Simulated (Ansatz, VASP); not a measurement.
# Two plane-wave programs on TiCo2

Contents of POSCAR:

```
TiCo2
1.0
    0.0000000000      3.3520000000      3.3520000000
    3.3520000000      0.0000000000      3.3520000000
    3.3520000000      3.3520000000      0.0000000000
Ti Co
2 4
Direct
    0.5000000000      0.5000000000      0.5000000000
    0.7500000000      0.7500000000      0.7500000000
    0.1250000000      0.1250000000      0.1250000000
    0.6250000000      0.1250000000      0.1250000000
    0.1250000000      0.1250000000      0.6250000000
    0.1250000000      0.6250000000      0.1250000000
```

File INCAR.step1:

```
  PREC = Accurate
  ENCUT = 520
  ISMEAR = 0
  SIGMA = 0.1
  LREAL = False
  LASPH = True
  NELM = 150
  ISPIN = 2
  MAGMOM = -0.73 -0.73 1.71 1.71 1.71 1.71
  LMAXMIX = 4
  NBANDS = 43
  GGA = PE
  ALGO = Normal
  EDIFF = 1E-4
  LWAVE = True
  LCHARG = False
```

The input INCAR.step2:

```
  PREC = Accurate
  ENCUT = 520
  EDIFF = 1E-6
  ISMEAR = 0
  SIGMA = 0.1
  LREAL = False
  LASPH = True
  NELM = 150
  ALGO = Normal
  ISIF = 2
  LWAVE = False
  LCHARG = False
  ISPIN = 2
  MAGMOM = -0.73 -0.73 1.71 1.71 1.71 1.71
  LORBIT = 11
  LMAXMIX = 4
  METAGGA = R2SCAN
  LMIXTAU = True
  NBANDS = 43
  ISTART = 1
```

Contents of KPOINTS:

```
Automatic mesh
0
Gamma
  8 8 8
```

Input for Ansatz:

```yaml
crystal:
  lattice:
    - [0.0, 3.352, 3.352]
    - [3.352, 0.0, 3.352]
    - [3.352, 3.352, 0.0]
  atoms:
    - { symbol: Ti, position: [0.5, 0.5, 0.5], spin: -0.73 }
    - { symbol: Ti, position: [0.75, 0.75, 0.75], spin: -0.73 }
    - { symbol: Co, position: [0.125, 0.125, 0.125], spin: 1.71 }
    - { symbol: Co, position: [0.625, 0.125, 0.125], spin: 1.71 }
    - { symbol: Co, position: [0.125, 0.125, 0.625], spin: 1.71 }
    - { symbol: Co, position: [0.125, 0.625, 0.125], spin: 1.71 }
basis:
  ecutwfc: 500
kpoints:
  mp_grid: { grid: [8, 8, 8] }
hamiltonian:
  xc: r2scan
scf:
  occupations: { method: gaussian, width: 0.1 }
output:
  forces: true
  stress: true
  eigenvalues: true
  populations: true
magnetization:
  spin_polarized: true
```

Alike in both runs: task single point; functional r2SCAN; k mesh 8 × 8 × 8; occupations gaussian, width 0.1 eV; collinear spin.

|  | VASP | Ansatz |
| --- | --- | --- |
| version | VASP 6.6.1 | Ansatz 0.2.0 |
| potentials or method | VASP PAW PBE potentials, release 64 (Ti_sv, Co), cutoff 520 eV | scalar-relativistic, plane waves, PAW |
| valence electrons in the cell | 60 | 92 |

```tsv
	VASP	Ansatz	Ansatz less VASP
gap on the k mesh at the Fermi level (eV)	none	none	-
pressure (GPa)	-1.3	-1.3	-0.01
net moment per atom (μB)	0.68	0.68	+0.007
size of the moment on the site where the two differ most (μB)	1.50	1.55	+0.055
```

VASP's potentials were made for PBE, not for r2SCAN. Site moments also hang on the region over which each program counts them. A gap of «none» marks a metal or a gap that the smearing closes. VASP's potentials hold 60 valence electrons a cell and Ansatz's 92, so a difference there can come from the potentials and not from the codes. Ansatz's warnings: stability check not made.
